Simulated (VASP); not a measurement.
Here is a VASP 6.6.1 calculation.

INCAR

```
SYSTEM = SiC
ALGO = Normal
EDIFF = 1E-6
ENCUT = 520
GGA = PE
ISIF = 2
ISMEAR = 0
LASPH = .TRUE.
LCHARG = .TRUE.
LELF = .TRUE.
LREAL = .FALSE.
LVHAR = .TRUE.
LWAVE = .FALSE.
NBANDS = 26
NELM = 80
PREC = Accurate
SIGMA = 0.05
```

Contents of KPOINTS:

```
k-points
0
G
  12 12 4
  0 0 0
```

The input POSCAR:

```
SiC
1.0
    3.3106000000      0.0000000000      0.0000000000
   -1.6553000000      2.8670637018      0.0000000000
    0.0000000000      0.0000000000      9.5889000000
Si C
4 4
Direct
    0.6666666667      0.3333333333      0.9378436843
    0.3333333333      0.6666666667      0.4378436843
    0.0000000000      0.0000000000      0.6878989045
    0.0000000000      0.0000000000      0.1878989045
    0.6666666667      0.3333333333      0.7498087506
    0.3333333333      0.6666666667      0.2498087506
    0.0000000000      0.0000000000      0.5004476606
    0.0000000000      0.0000000000      0.0004476606
```

Potentials or basis: VASP PAW PBE potentials, release 64 (Si, C).

Run with:

```bash
$ cat potpaw_PBE.64/Si/POTCAR potpaw_PBE.64/C/POTCAR > POTCAR
$ mpirun -np 1 vasp_std > vasp.out
```

Problem. Estimate the pressure.

Solution. -10.7 GPa.

Problem. Predict the band gap on the k mesh.

Solution. 1.53 eV, indirect (least direct gap 2.45 eV).

Problem. Estimate the largest force.

Solution. 1.388 eV/Å.

Forces in eV/Å, atoms in the order of the input:
```
Si   0.000  0.000  1.242
Si   0.000  0.000  1.242
Si   0.000  0.000  1.382
Si   0.000  0.000  1.382
C    0.000  0.000 -1.388
C    0.000  0.000 -1.388
C    0.000  0.000 -1.235
C    0.000  0.000 -1.235
```

Caveat: forces of over 1 eV/Å act on the atoms, so gaps and moduli don't describe the material at rest. As with any semilocal functional, this PBE gap is likely too small.
